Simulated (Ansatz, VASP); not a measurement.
# Cr: VASP beside Ansatz

```
Cr
1.0
    -1.61862    1.61862    1.14436
     1.61862   -1.61862    1.14436
     1.61862    1.61862   -1.14436
Cr
1
Cartesian
  0.0000 0.0000 0.0000
```

Alike in both runs: task single point; functional PBEsol; k mesh 26 × 26 × 26; occupations gaussian, width 0.15 eV; no spin polarisation.

|  | VASP | Ansatz |
| --- | --- | --- |
| version | VASP 6.6.1 | Ansatz 0.2.0 |
| potentials or method | VASP PAW PBE potentials, release 64 (Cr_pv), cutoff 520 eV | scalar-relativistic, plane waves, PAW |
| valence electrons in the cell | 12 | 14 |

```tsv
	VASP	Ansatz	Ansatz less VASP
gap on the k mesh at the Fermi level (eV)	none	none	-
pressure (GPa)	-5.4	-5.0	+0.34
traceless stress, the component that is largest in VASP (GPa)	22.39	22.69	+0.299
```

VASP's potentials were made for PBE, not for PBEsol. A gap of «none» marks a metal or a gap that the smearing closes. VASP's potentials hold 12 valence electrons a cell and Ansatz's 14, so a difference there can come from the potentials and not from the codes.
